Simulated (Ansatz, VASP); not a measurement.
**ZnSe in VASP and in Ansatz**

```
Zn Se
1.0
     0.00000    2.83242    2.83242
     2.83242    0.00000    2.83242
     2.83242    2.83242    0.00000
Zn Se
1 1
Direct
  0.00000 0.00000 0.00000
  0.25000 0.25000 0.25000
```

Alike in both runs: task single point; functional PBE; k mesh 6 × 6 × 6; occupations methfessel-paxton of order 1, width 0.2 eV; no spin polarisation.

|  | VASP | Ansatz |
| --- | --- | --- |
| version | VASP 6.6.1 | Ansatz 0.2.0 |
| potentials or method | VASP PAW PBE potentials, release 64 (Zn, Se) | plane waves |
| plane-wave cutoff (eV) | 500 | 420 |
| valence electrons in the cell | 18 | 28 |

Ansatz gave:

- pressure (GPa): 2.2

**Question.** Estimate VASP's values.

**Answer.** Pressure (GPa): 2.5.

The functional is the same, so the differences come from potentials, cutoffs and numerics. VASP's potentials hold 18 valence electrons a cell and Ansatz's 28, so a difference there can come from the potentials and not from the codes.
